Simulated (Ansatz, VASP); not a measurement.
**Two plane-wave programs on Si8N**

INCAR

```
SYSTEM = Si8N
PREC = Accurate
ENCUT = 520
EDIFF = 1E-6
ISMEAR = 0
SIGMA = 0.15
LREAL = .FALSE.
LASPH = .TRUE.
NELM = 80
ALGO = Normal
ISIF = 2
LWAVE = .FALSE.
LCHARG = .FALSE.
GGA = PE
NBANDS = 28
```

File KPOINTS:

```
regular mesh
0
G
  6 6 6
  0 0 0
```

File POSCAR:

```
Si8N
1.0
    4.7218258405      2.7261474201      1.8874557466
   -4.7218258405      2.7261474201      1.8874557466
    0.0000000000     -5.4522948402      1.8874557466
Si N
8 1
Direct
    0.0198044603      0.7179030939      0.5216794332
    0.9801955397      0.2820969061      0.4783205668
    0.7140043589      0.7140043589      0.7140043589
    0.2820969061      0.4783205668      0.9801955397
    0.4783205668      0.9801955397      0.2820969061
    0.7179030939      0.5216794332      0.0198044603
    0.2859956411      0.2859956411      0.2859956411
    0.5216794332      0.0198044603      0.7179030939
   -0.1154302395      0.4383460998     -0.8968622063
```

Input for Ansatz:

```yaml
crystal:
  lattice:
    - [4.7218258405, 2.7261474201, 1.8874557466]
    - [-4.7218258405, 2.7261474201, 1.8874557466]
    - [0.0, -5.4522948402, 1.8874557466]
  atoms:
    - { symbol: Si, position: [0.0198044603, 0.7179030939, 0.5216794332] }
    - { symbol: Si, position: [0.9801955397, 0.2820969061, 0.4783205668] }
    - { symbol: Si, position: [0.7140043589, 0.7140043589, 0.7140043589] }
    - { symbol: Si, position: [0.2820969061, 0.4783205668, 0.9801955397] }
    - { symbol: Si, position: [0.4783205668, 0.9801955397, 0.2820969061] }
    - { symbol: Si, position: [0.7179030939, 0.5216794332, 0.0198044603] }
    - { symbol: Si, position: [0.2859956411, 0.2859956411, 0.2859956411] }
    - { symbol: Si, position: [0.5216794332, 0.0198044603, 0.7179030939] }
    - { symbol: "N", position: [-0.1154302395, 0.4383460998, -0.8968622063] }
basis:
  ecutwfc: 420
kpoints:
  mp_grid: { grid: [6, 6, 6] }
hamiltonian:
  xc: pbe
  pseudopotentials: { kind: paw, azcp: { folder: soft_1 } }
scf:
  occupations: { method: gaussian, width: 0.15 }
output:
  forces: true
  stress: true
  eigenvalues: true
  write_density: true
  write_potential: true
  elf: true
  volumetric_format: npy
```

Alike in both runs: task single point; functional PBE; k mesh 6 × 6 × 6; occupations gaussian, width 0.15 eV; no spin polarisation.

|  | VASP | Ansatz |
| --- | --- | --- |
| version | VASP 6.6.1 | Ansatz 0.2.0 |
| potentials or method | VASP PAW PBE potentials, release 64 (Si, N), cutoff 520 eV | scalar-relativistic, plane waves, PAW |
| valence electrons in the cell | 37 | 37 |

Ansatz gave:

| Property | Result |
| --- | --- |
| gap on the k mesh at the Fermi level (eV) | none |
| pressure (GPa) | 24.5 |
| traceless stress, the component that is largest in VASP (GPa) | 35.10 |
| rms of the force components (eV/Å) | 12.179 |

Q: What did VASP give for the same quantities?

A: gap on the k mesh at the Fermi level (eV): none; pressure (GPa): 23.9; traceless stress, the component that is largest in VASP (GPa): 34.47; rms of the force components (eV/Å): 11.958.

Atom by atom the forces differ by 0.221 eV/Å (rms over components). A gap of «none» marks a metal or a gap that the smearing closes.
